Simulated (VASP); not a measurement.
A run of VASP 6.6.1:

File INCAR:

```
SYSTEM = Pt
  PREC = Accurate
  ENCUT = 500
  EDIFF = 1E-7
  ISMEAR = 0
  SIGMA = 0.1
  LREAL = .FALSE.
  LASPH = .TRUE.
  NELM = 120
  ALGO = Normal
  ISIF = 3
  LWAVE = .FALSE.
  LCHARG = .FALSE.
  GGA = RE
  IBRION = 2
  NSW = 80
  EDIFFG = -0.03
  PSTRESS = 50.0
  GGA_COMPAT = .FALSE.
  NELMIN = 4
```

KPOINTS

```
regular mesh
0
G
  8 8 8
  0 0 0
```

The input POSCAR:

```
Pt
1.0
   -1.5550000000      1.5550000000      1.5550000000
    1.5550000000     -1.5550000000      1.5550000000
    1.5550000000      1.5550000000     -1.5550000000
Pt
1
Direct
    0.0000000000      0.0000000000      0.0000000000
```

Potentials or basis: VASP PAW PBE potentials, release 64 (Pt).

Run with:

```sh
$ cat potpaw_PBE.64/Pt/POTCAR > POTCAR
$ mpirun -np 1 vasp_std > vasp.out
```

Hardware: 1 thread of Intel(R) Xeon(R) 6975P-C (Granite Rapids), on a shared host.

Question: How long does it take, and how much memory?

Answer: It took 6.3 s on 1 thread of Intel(R) Xeon(R) 6975P-C (Granite Rapids), on a shared host, peak memory 0.13 GiB. Counts: scf iterations 36, k points 29, ion steps 4.
